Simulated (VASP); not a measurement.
Wanted: the native input for a VASP 6.6.1 run.

```
Task                   : electric field gradients
Functional             : LDA
Potentials or basis    : VASP PAW LDA potentials, release 64 (B, P)
Cutoff                 : 520 eV
k mesh                 : 15 × 15 × 15
Occupations            : fermi-dirac, width 0.05 eV
Spin                   : no spin polarisation
Dipole correction      : no
Further INCAR settings : ALGO = Normal; EDIFF = 1e-08; NBANDS = 11
```

The structure of BP lies in POSCAR:

```
BP
1.0
    0.0000000000      2.2614113146      2.2614113146
    2.2614113146      0.0000000000      2.2614113146
    2.2614113146      2.2614113146      0.0000000000
B P
1 1
Direct
    0.0000000000      0.0000000000      0.0000000000
    0.7500000000      0.7500000000      0.7500000000
```

This cell differs from its parent crystal: volume scaled by 0.99.

These files were run (other wordings do the same):

INCAR

```
PREC = Accurate
ENCUT = 520
EDIFF = 1E-8
ISMEAR = -1
SIGMA = 0.05
LREAL = False
LASPH = True
NELM = 80
ALGO = Normal
ISIF = 2
LWAVE = False
LCHARG = False
GGA = CA
LEFG = True
NBANDS = 11
```

KPOINTS

```
regular mesh
0
Gamma
  15 15 15
```

Potentials or basis: VASP PAW LDA potentials, release 64 (B, P).

Launch:

```bash
$ cat potpaw_LDA.64/B/POTCAR potpaw_LDA.64/P/POTCAR > POTCAR
$ mpirun -np 1 vasp_std > vasp.out
```

It gave:

The pressure is -3.7 GPa and the band gap on the k mesh is 1.18 eV, indirect (least direct gap 3.39 eV).

Caveat: without QUAD_EFG the Cq values of the log hold for a quadrupole moment of 1 mb, not for the nuclei.

Wall time 31 s on 1 thread of AMD EPYC 7R43 64-Core Processor (Zen 3) (shared host), peak memory 0.11 GiB.
